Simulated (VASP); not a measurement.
A run of VASP 6.6.1 is set up as follows.

The input POSCAR:

```
TaN
1.0
    0.0000000000      2.1790013100      2.1790013100
    2.1790013100      0.0000000000      2.1790013100
    2.1790013100      2.1790013100      0.0000000000
Ta N
1 1
Direct
    0.5000000000      0.5000000000      0.5000000000
    0.0000000000      0.0000000000      0.0000000000
```

Contents of INCAR.step1:

```
SYSTEM = TaN
PREC = Accurate
ENCUT = 600
ISMEAR = -1
SIGMA = 0.05
LREAL = .False.
LASPH = .True.
NELM = 150
LMAXMIX = 4
LDAU = .True.
LDAUTYPE = 2
LDAUL = 2 -1
LDAUU = 2 0
LDAUJ = 0 0
GGA = PE
ALGO = Normal
EDIFF = 1E-4
LWAVE = .True.
LCHARG = .False.
```

INCAR.step2

```
SYSTEM = TaN
PREC = Accurate
ENCUT = 600
EDIFF = 1E-6
ISMEAR = -1
SIGMA = 0.05
LREAL = .False.
LASPH = .True.
NELM = 150
ALGO = Normal
ISIF = 3
LWAVE = .False.
LCHARG = .False.
LMAXMIX = 4
LDAU = .True.
LDAUTYPE = 2
LDAUL = 2 -1
LDAUU = 2 0
LDAUJ = 0 0
LDAUPRINT = 1
METAGGA = R2SCAN
LMIXTAU = .True.
IBRION = 2
NSW = 60
EDIFFG = -0.01
ISTART = 1
```

File KPOINTS:

```
regular mesh
0
Gamma
  10 10 10
  0 0 0
```

Potentials or basis: VASP PAW PBE potentials, release 64 (Ta_pv, N).

Launch:

```bash
$ cat potpaw_PBE.64/Ta_pv/POTCAR potpaw_PBE.64/N/POTCAR > POTCAR
$ cp INCAR.step1 INCAR
$ mpirun -np 1 vasp_std > vasp.out
$ cp INCAR.step2 INCAR
$ mpirun -np 1 vasp_std > vasp.out
```

Question: What does it give for the band gap on the k mesh?

Answer: Zero (bands 8 and 9 overlap by 3.99 eV).

Question: Estimate the relaxed cell.

Answer: a = 3.132 Å, b = 3.132 Å, c = 3.132 Å, α = 60.00°, β = 60.00°, γ = 60.00°.

Eigenvalues of the final occupation matrices:
| site | spin | trace | eigenvalues |
| --- | --- | --- | --- |
| site 1 d | 1 | 1.20 | 0.20 0.20 0.27 0.27 0.27 |
| site 1 d | 2 | 1.20 | 0.20 0.20 0.27 0.27 0.27 |

Caveat: spin-orbit coupling is left out, which moves the levels of the heavy elements; U without spin polarisation on a metal has little footing. Zero-point motion and thermal expansion aren't in these numbers.
